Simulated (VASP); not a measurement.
**BN: single point with r2SCAN**

BN:

```
B N
1.0
     0.00000    3.48243    2.16445
     1.25080    0.00000    2.16445
     1.25080    3.48243    0.00000
B N
1 1
Direct
  0.00007 0.00007 0.99993
  0.66663 0.66663 0.33337
```

```
Program             : VASP 6.6.1
Task                : single point
Functional          : r2SCAN
Potentials or basis : VASP PAW PBE potentials, release 64 (B, N)
Cutoff              : 520 eV
k mesh              : 12 × 12 × 12
Occupations         : gaussian, width 0.02 eV
Spin                : no spin polarisation
```

```
Pressure               : 0.4 GPa
Band gap on the k mesh : 4.34 eV, indirect (least direct gap 5.24 eV)
```

Stress tensor (GPa, compression positive):
```
 0.75  0.00  0.00
 0.00 -0.29  0.00
 0.00  0.00  0.74
```

Levels at points of the mesh, in eV from the valence-band top:
```csv
k point,band 1,band 2,band 3,band 4,band 5,band 6,band 7,band 8
"(0.00, 0.00, 0.00)",-18.89,-4.59,-1.45,-1.45,5.20,12.27,12.34,14.28
"(0.50, 0.00, 0.00)",-15.60,-9.37,-4.38,-1.03,5.23,10.54,14.05,16.46
"(0.50, 0.50, 0.00)",-15.65,-9.46,-4.37,-0.50,6.54,10.08,12.80,14.40
"(0.50, 0.00, 0.50)",-18.69,-6.31,-1.47,-1.44,10.29,12.22,12.30,12.76
"(0.00, 0.50, 0.50)",-15.54,-9.27,-4.42,-1.50,4.34,10.62,15.37,19.78
```

It took 2.9 min on 1 thread of AMD EPYC 9R45 (Zen 5), on a shared host, peak memory 0.15 GiB.

Caveat: the PAW data sets were made with another functional, which shifts forces and pressure a little. r2SCAN opens gaps a little over a GGA but as a rule still falls short of measured ones.
